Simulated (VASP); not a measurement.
# TaN (P6_3mc) in VASP: notebook

The runs below take TaN through electric field gradients, with LDA.

Everything below comes from runs of VASP 6.6.1. Logs are shortened: lines on timing, memory, paths and dates and some standing lists are left out, and cuts for length are marked.

### 1 The cell of the first run

Symmetry: P6_3mc, No. 186, hexagonal system. The conventional cell has a = 3.110 Å, b = 3.110 Å, c = 5.037 Å, α = 90.00°, β = 90.00°, γ = 120.00°. Within 2.5 Å of Ta (site symmetry 3m) lie 4 N at 1.89 to 1.94 Å. Within 2.5 Å of N (site symmetry 3m) lie 4 Ta at 1.89 to 1.94 Å.

### 2 Electric field gradients, LDA (volume scaled by 1.06)

INCAR reads:

```
SYSTEM = TaN
PREC = Accurate ; ENCUT = 520
EDIFF = 1E-8 ; ISMEAR = -1
SIGMA = 0.03 ; LREAL = .False.
LASPH = .True. ; NELM = 100
ALGO = Normal ; ISIF = 2
LWAVE = .False. ; LCHARG = .False.
LEFG = .True. ; NBANDS = 24
```

KPOINTS reads:

```
Automatic mesh
0
Gamma
  9 9 5
  0 0 0
```

POSCAR reads:

```
TaN
1.0
    3.1098202203      0.0000000000      0.0000000000
   -1.5549101102      2.6931833120      0.0000000000
    0.0000000000      0.0000000000      5.0368873428
Ta N
2 2
Direct
    0.3333333333      0.6666666667      0.0000000000
    0.6666666667      0.3333333333      0.5000000000
    0.3333333333      0.6666666667      0.3850000000
    0.6666666667      0.3333333333      0.8850000000
```

Potentials or basis: VASP PAW LDA potentials, release 64 (Ta_pv, N).

Launch:

```sh
$ cat potpaw_LDA.64/Ta_pv/POTCAR potpaw_LDA.64/N/POTCAR > POTCAR
$ mpirun -np 1 vasp_std > vasp.out
```

OUTCAR:

```text
SYSTEM = TaN
   PREC = Accurate
   ENCUT = 520
   EDIFF = 1E-8
   ISMEAR = -1
   LREAL = .False.
   LASPH = .True.
   NELM = 100
   ISIF = 2

 ion  position               nearest neighbor table
   1  0.333  0.667  0.000-   4 1.89   4 1.89   4 1.89   3 1.94   2 3.09   2 3.09   2 3.09   2 3.09
                             2 3.09   2 3.09
   2  0.667  0.333  0.500-   3 1.89   3 1.89   3 1.89   4 1.94   1 3.09   1 3.09   1 3.09   1 3.09
                             1 3.09   1 3.09
   3  0.333  0.667  0.385-   2 1.89   2 1.89   2 1.89   1 1.94
   4  0.667  0.333  0.885-   1 1.89   1 1.89   1 1.89   2 1.94

  LATTYP: Found a hexagonal cell.
 ALAT       =     3.1098202203
 C/A-ratio  =     1.6196715520

  Lattice vectors:

 A1 = (   3.1098202203,   0.0000000000,   0.0000000000)
 A2 = (  -1.5549101102,   2.6931833120,   0.0000000000)
 A3 = (   0.0000000000,   0.0000000000,   5.0368873428)

Analysis of symmetry for initial positions (statically):
=====================================================================
 Subroutine PRICEL returns:
 Original cell was already a primitive cell.

 Routine SETGRP: Setting up the symmetry group for a
 hexagonal supercell.

 Subroutine GETGRP returns: Found 12 space group operations
 (whereof  6 operations were pure point group operations)
 out of a pool of 24 trial point group operations.

The static configuration has the point symmetry C_3v.
 The point group associated with its full space group is C_6v.

Analysis of symmetry for dynamics (positions and initial velocities):
=====================================================================
 Subroutine PRICEL returns:
 Original cell was already a primitive cell.

 Routine SETGRP: Setting up the symmetry group for a
 hexagonal supercell.

 Subroutine GETGRP returns: Found 12 space group operations
 (whereof  6 operations were pure point group operations)
 out of a pool of 24 trial point group operations.

The dynamic configuration has the point symmetry C_3v.
 The point group associated with its full space group is C_6v.

 Subroutine INISYM returns: Found 12 space group operations
 (whereof  6 operations are pure point group operations),
 and found     1 'primitive' translations

----------------------------------------------------------------------------------------

                                     Primitive cell

  volume of cell :      42.1855

  direct lattice vectors                    reciprocal lattice vectors
     3.109820220  0.000000000  0.000000000     0.321561997  0.185653905  0.000000000
    -1.554910110  2.693183312  0.000000000     0.000000000  0.371307811  0.000000000
     0.000000000  0.000000000  5.036887343     0.000000000  0.000000000  0.198535312

  length of vectors
     3.109820220  3.109820220  5.036887343     0.371307811  0.371307811  0.198535312

  position of ions in fractional coordinates (direct lattice)
     0.333333333  0.666666667  0.000000000
     0.666666667  0.333333333  0.500000000
     0.333333333  0.666666667  0.385000000
     0.666666667  0.333333333  0.885000000

  ion indices of the primitive-cell ions
   primitive index   ion index
                 1           1
                 2           2
                 3           3
                 4           4

----------------------------------------------------------------------------------------

 KPOINTS: Automatic mesh

Automatic generation of k-mesh.
 Grid dimensions read from file:
 generate k-points for:    9    9    5

 Generating k-lattice:

  Cartesian coordinates                     Fractional coordinates (reciprocal lattice)
     0.035729111  0.020628212  0.000000000     0.111111111  0.000000000  0.000000000
     0.000000000  0.041256423  0.000000000     0.000000000  0.111111111  0.000000000
     0.000000000  0.000000000  0.039707062     0.000000000  0.000000000  0.200000000

  Length of vectors
     0.041256423  0.041256423  0.039707062

  Shift w.r.t. Gamma in fractional coordinates (k-lattice)
     0.000000000  0.000000000  0.000000000

 Subroutine IBZKPT returns following result:
 ===========================================

 Found     36 irreducible k-points:

 Following reciprocal coordinates:
            Coordinates               Weight
  0.000000  0.000000  0.000000      1.000000
  0.111111  0.000000  0.000000      6.000000
  0.222222  0.000000  0.000000      6.000000
  0.333333  0.000000  0.000000      6.000000
  0.444444  0.000000  0.000000      6.000000
  0.111111  0.111111  0.000000      6.000000
[... 16 lines left out ...]
  0.333333  0.222222  0.200000     24.000000
  0.333333  0.333333  0.200000      4.000000
 [... further k-points ...]
   k-points           NKPTS =     36   k-points in BZ     NKDIM =     36   number of bands    NBANDS=     24
   number of dos      NEDOS =    301   number of ions     NIONS =      4
   total plane-waves  NPLWV =  23040
   dimension x,y,z NGX =    24 NGY =   24 NGZ =   40
   dimension x,y,z NGXF=    48 NGYF=   48 NGZF=   80
   ions per type =               2   2
   NGX,Y,Z   is equivalent  to a cutoff of  12.83, 12.83, 13.20 a.u.
   NGXF,Y,Z  is equivalent  to a cutoff of  25.66, 25.66, 26.40 a.u.
 SYSTEM =  TaN
   PREC   = accura    normal or accurate (medium, high low for compatibility)
   ISTART =      0    job   : 0-new  1-cont  2-samecut
   ICHARG =      2    charge: 1-file 2-atom 10-const
   ISPIN  =      1    spin polarized calculation?
   LNONCOLLINEAR =      F non collinear calculations
   LSORBIT =      F    spin-orbit coupling
   LASPH  =      T    aspherical Exc in radial PAW
   ENCUT  =  520.0 eV  38.22 Ry    6.18 a.u.   5.78  5.78  9.37*2*pi/ulx,y,z
   NELM   =    100;   NELMIN=  2; NELMDL= -5     # of ELM steps
   EDIFF  = 0.1E-07   stopping-criterion for ELM
   LREAL  =      F    real-space projection
   EDIFFG = 0.1E-06   stopping-criterion for IOM
   NSW    =      0    number of steps for IOM
   IBRION =     -1    ionic relax: 0-MD 1-quasi-New 2-CG
   NFREE  =      0    steps in history (QN), initial steepest desc. (CG)
   ISIF   =      2    stress and relaxation
   ISYM   =      2    0-nonsym 1-usesym 2-fastsym
   POTIM  = 0.5000    time-step for ionic-motion
   TEBEG  =    0.0;   TEEND  =   0.0 temperature during run
   PSTRESS=    0.0 pullay stress
   NELECT =      32.0000    total number of electrons
   NUPDOWN=      -1.0000    fix difference up-down
   EMIN   =  10.00;   EMAX   =-10.00  energy-range for DOS
   EFERMI =   0.00;   METHOD = LEGACY
   ISMEAR =    -1;   SIGMA  =   0.03  broadening in eV -4-tet -1-fermi 0-gaus
   EFERMI_NEDOS =   21; number of points for ismear=-14 and -15
   IALGO  =     38    algorithm
   IMIX   =      4    mixing-type and parameters
     AMIX     =   0.40;   BMIX     =  1.00
     AMIX_MAG =   1.60;   BMIX_MAG =  1.00
  volume/ion in A,a.u.               =      10.55        71.17
  Fermi-wavevector in a.u.,A,eV,Ry     =   1.493036  2.821429 30.329525  2.229157
  Thomas-Fermi vector in A             =   2.605488
   LORBIT       =      0    0 simple, 1 ext, 2 COOP (PROOUT), +10 PAW based schemes
   GGA     = CA    functional components
   LHFCALC =     F    Hartree Fock is set to
   AEXX    =    0.0000 exact exchange contribution
   IVDW    =     0    specifies the selected vdW correction
   LEPSILON=     F    determine dielectric tensor
   LRPA    =     F    only Hartree local field effects (RPA)
 non-spin polarized calculation
  energy-cutoff  :      520.00
  volume of cell :       42.19
 maximum number of plane-waves:      1152
 NGX is ok and might be reduce to    24
   NGX = 11   NGY = 11   NGZ = 19

 number of electron      31.9999999 magnetization

 Free energy of the ion-electron system (eV)
  ---------------------------------------------------
  ext. energy  EPLUGINS =         0.00000000
  ---------------------------------------------------
  free energy    TOTEN  =       -44.53516167 eV

  energy without entropy =      -44.52798261  energy(sigma->0) =      -44.53157214

 E-fermi :   9.0069     XC(G=0): -13.4510

 val. band max:        8.9856823382   @ k =   0.2222   0.0000   0.0000
 cond. band min:       9.0178710465   @ k =   0.1111   0.0000   0.4000
 fundamental gap:      0.0321887083
 Fermi energy:         9.0068772475

 k-point     1 :       0.0000    0.0000    0.0000
  band No.  band energies     occupation
      1     -26.8033      2.00000
      2     -25.8955      2.00000
      3     -25.8955      2.00000
      4     -25.7369      2.00000
      5     -25.7369      2.00000
      6     -25.6863      2.00000
[... 16 lines left out ...]
     23      15.2492      0.00000
     24      15.2492      0.00000

 k-point     2 :       0.1111    0.0000    0.0000
  band No.  band energies     occupation
      1     -26.7668      2.00000
      2     -25.9976      2.00000
      3     -25.9255      2.00000
      4     -25.8523      2.00000
      5     -25.7541      2.00000
      6     -25.7034      2.00000
[... 16 lines left out ...]
     23      15.2418      0.00000
     24      15.7865      0.00000

 k-point     3 :       0.2222    0.0000    0.0000
  band No.  band energies     occupation
      1     -26.6743      2.00000
      2     -26.2426      2.00000
      3     -26.1278      2.00000
      4     -25.9987      2.00000
      5     -25.7992      2.00000
      6     -25.7555      2.00000
[... 16 lines left out ...]
     23      15.7215      0.00000
     24      16.7686      0.00000
[... 514 lines left out ...]
 k-point    23 :       0.3333    0.2222    0.2000
  band No.  band energies     occupation
      1     -26.7122      2.00000
      2     -26.6360      2.00000
      3     -26.3271      2.00000
      4     -26.1362      2.00000
      5     -26.0910      2.00000
      6     -25.9441      2.00000
[... 16 lines left out ...]
     23      15.5914      0.00000
     24      16.0327      0.00000

 k-point    24 :       0.3333    0.3333    0.2000
  band No.  band energies     occupation
      1     -26.6402      2.00000
      2     -26.6402      2.00000
      3     -26.4374      2.00000
      4     -26.1909      2.00000
      5     -26.0271      2.00000
      6     -26.0271      2.00000
[... 16 lines left out ...]
     23      15.9793      0.00000
     24      15.9793      0.00000

 [... further k-points ...]
[... 5 lines left out ...]
  --------------------------------------------------------------------------------------
  -------------------------------------------------------------------------------------
  Total       23.9912515     23.9912515     18.9062564     -0.0000000      0.0000000      0.0000000
  in kB      911.1713392    911.1713393    718.0467016     -0.0000000      0.0000000      0.0000000
  external PRESSURE =     846.7964600 kB  Pullay stress =       0.0000000 kB

 VOLUME and BASIS-vectors are now :
 -----------------------------------------------------------------------------
  energy-cutoff  :      520.00
  volume of cell :       42.19
      direct lattice vectors                 reciprocal lattice vectors
     3.109820220  0.000000000  0.000000000     0.321561997  0.185653905  0.000000000
    -1.554910110  2.693183312  0.000000000     0.000000000  0.371307811  0.000000000
     0.000000000  0.000000000  5.036887343     0.000000000  0.000000000  0.198535312

 POSITION                                       TOTAL-FORCE (eV/Angst)
 -----------------------------------------------------------------------------------
     -0.00000      1.79546      0.00000         0.000000     -0.000000      2.089148
      1.55491      0.89773      2.51844        -0.000000      0.000000      2.089148
     -0.00000      1.79546      1.93920        -0.000000      0.000000     -2.089148
      1.55491      0.89773      4.45765         0.000000      0.000000     -2.089148
 -----------------------------------------------------------------------------------
    total drift:                               -0.000000     -0.000000      0.000752

  FREE ENERGIE OF THE ION-ELECTRON SYSTEM (eV)
  ---------------------------------------------------
  free  energy   TOTEN  =       -44.5351616732 eV

  energy  without entropy=      -44.5279826136  energy(sigma->0) =      -44.53157214

 Electric field gradients (V/A^2)
---------------------------------------------------------------------
 ion       V_xx      V_yy      V_zz      V_xy      V_xz      V_yz
---------------------------------------------------------------------
   1     -58.906   -58.907   117.813    -0.000    -0.000     0.000
   2     -58.906   -58.907   117.813    -0.000     0.000    -0.000
   3      -5.070    -5.069    10.138     0.001    -0.000     0.000
   4      -5.070    -5.069    10.138     0.001     0.000    -0.000
---------------------------------------------------------------------

 Electric field gradients after diagonalization (V/A^2)
 (convention: |V_zz| > |V_xx| > |V_yy|)
----------------------------------------------------------------------
 ion       V_xx      V_yy      V_zz     asymmetry (V_yy - V_xx)/ V_zz
----------------------------------------------------------------------
   1     -58.907   -58.906   117.813       0.000
   2     -58.907   -58.906   117.813       0.000
   3      -5.070    -5.068    10.138       0.000
   4      -5.070    -5.068    10.138       0.000
----------------------------------------------------------------------

           NMR quadrupolar parameters

 Cq : quadrupolar parameter    Cq=e*Q*V_zz/h
 eta: asymmetry parameters     (V_yy - V_xx)/ V_zz
 Q  : nuclear electric quadrupole moment in mb (millibarn)
----------------------------------------------------------------------
 ion       Cq(MHz)       eta       Q (mb)
----------------------------------------------------------------------
   1       0.285       0.000       1.000
   2       0.285       0.000       1.000
   3       0.025       0.000       1.000
   4       0.025       0.000       1.000
----------------------------------------------------------------------
```

It took 28 s on 1 thread of Intel Xeon Platinum 8375C at 2.90GHz (Ice Lake), shared host; peak memory 0.16 GiB.

What came out:

* Free energy: -44.5352 eV
* Pressure: 84.7 GPa
* Largest force: 2.089 eV/Å
* Band gap on the k mesh: zero (band 16 reaches 9.49 eV, above the bottom of band 17 at 7.44 eV)

Forces on the atoms (eV/Å):
```
Ta   0.000  0.000  2.089
Ta   0.000  0.000  2.089
N    0.000  0.000 -2.089
N    0.000  0.000 -2.089
```

Levels at points of the mesh, in eV from the Fermi level:
```tsv
k point	band 14	band 15	band 16	band 17	band 18	band 19
(0.00, 0.00, 0.00)	-7.39	-0.80	-0.80	-0.31	1.99	2.44
```

Electric field gradients, principal values (V/Å²):
| atom | least | middle | greatest (by size) |
| --- | --- | --- | --- |
| 1 Ta | -58.906 | -58.907 | 117.813 |
| 2 Ta | -58.906 | -58.907 | 117.813 |
| 3 N | -5.068 | -5.070 | 10.138 |
| 4 N | -5.068 | -5.070 | 10.138 |

Caveat: without QUAD_EFG the Cq values of the log hold for a quadrupole moment of 1 mb, not for the nuclei; spin-orbit coupling is left out, which moves the levels of the heavy elements; forces of over 1 eV/Å act on the atoms, so gaps and moduli don't describe the material at rest.

### 3 Electric field gradients, LDA (volume scaled by 1.06)

INCAR reads:

```
PREC = Accurate
ENCUT = 520
EDIFF = 1E-8
ISMEAR = -1
SIGMA = 0.03
LREAL = False
LASPH = True
NELM = 80
ALGO = Normal
ISIF = 2
LWAVE = False
LCHARG = False
LEFG = True
NBANDS = 24
```

KPOINTS reads:

```
regular mesh
0
Gamma
  9 9 5
```

POSCAR is that of step 2.

Potentials or basis: VASP PAW LDA potentials, release 64 (Ta_pv, N).

Launch:

```sh
$ cat potpaw_LDA.64/Ta_pv/POTCAR potpaw_LDA.64/N/POTCAR > POTCAR
$ mpirun -np 1 vasp_std > vasp.out
```

OUTCAR:

```text
PREC = Accurate
   ENCUT = 520
   EDIFF = 1E-8
   ISMEAR = -1
   LREAL = False
   LASPH = True
   NELM = 80
   ISIF = 2

 ion  position               nearest neighbor table
   1  0.333  0.667  0.000-   4 1.89   4 1.89   4 1.89   3 1.94   2 3.09   2 3.09   2 3.09   2 3.09
                             2 3.09   2 3.09
   2  0.667  0.333  0.500-   3 1.89   3 1.89   3 1.89   4 1.94   1 3.09   1 3.09   1 3.09   1 3.09
                             1 3.09   1 3.09
   3  0.333  0.667  0.385-   2 1.89   2 1.89   2 1.89   1 1.94
   4  0.667  0.333  0.885-   1 1.89   1 1.89   1 1.89   2 1.94

  LATTYP: Found a hexagonal cell.
 ALAT       =     3.1098202203
 C/A-ratio  =     1.6196715520
[... 880 lines left out ...]
 ion       V_xx      V_yy      V_zz      V_xy      V_xz      V_yz
---------------------------------------------------------------------
   1     -58.906   -58.907   117.813    -0.000    -0.000     0.000
   2     -58.906   -58.907   117.813    -0.000     0.000    -0.000
   3      -5.070    -5.069    10.138     0.001    -0.000     0.000
   4      -5.070    -5.069    10.138     0.001     0.000    -0.000
---------------------------------------------------------------------

 Electric field gradients after diagonalization (V/A^2)
 (convention: |V_zz| > |V_xx| > |V_yy|)
----------------------------------------------------------------------
 ion       V_xx      V_yy      V_zz     asymmetry (V_yy - V_xx)/ V_zz
----------------------------------------------------------------------
   1     -58.907   -58.906   117.813       0.000
   2     -58.907   -58.906   117.813       0.000
   3      -5.070    -5.068    10.138       0.000
   4      -5.070    -5.068    10.138       0.000
----------------------------------------------------------------------

           NMR quadrupolar parameters

 Cq : quadrupolar parameter    Cq=e*Q*V_zz/h
 eta: asymmetry parameters     (V_yy - V_xx)/ V_zz
 Q  : nuclear electric quadrupole moment in mb (millibarn)
----------------------------------------------------------------------
 ion       Cq(MHz)       eta       Q (mb)
----------------------------------------------------------------------
   1       0.285       0.000       1.000
   2       0.285       0.000       1.000
   3       0.025       0.000       1.000
   4       0.025       0.000       1.000
----------------------------------------------------------------------
```

It took 27 s on 1 thread of Intel Xeon Platinum 8375C at 2.90GHz (Ice Lake), shared host; peak memory 0.16 GiB.

What came out:

```
Free energy            : -44.5352 eV
Pressure               : 84.7 GPa
Largest force          : 2.089 eV/Å
Band gap on the k mesh : zero (band 16 reaches 9.49 eV, above the bottom of band 17 at 7.44 eV)
```

Forces on the atoms (eV/Å):
```
Ta   0.000  0.000  2.089
Ta   0.000  0.000  2.089
N    0.000  0.000 -2.089
N    0.000  0.000 -2.089
```

Electric field gradients, principal values (V/Å²):
```csv
atom,least,middle,greatest (by size)
1 Ta,-58.906,-58.907,117.813
2 Ta,-58.906,-58.907,117.813
3 N,-5.068,-5.070,10.138
4 N,-5.068,-5.070,10.138
```

Caveat: without QUAD_EFG the Cq values of the log hold for a quadrupole moment of 1 mb, not for the nuclei; spin-orbit coupling is left out, which moves the levels of the heavy elements; forces of over 1 eV/Å act on the atoms, so gaps and moduli don't describe the material at rest.
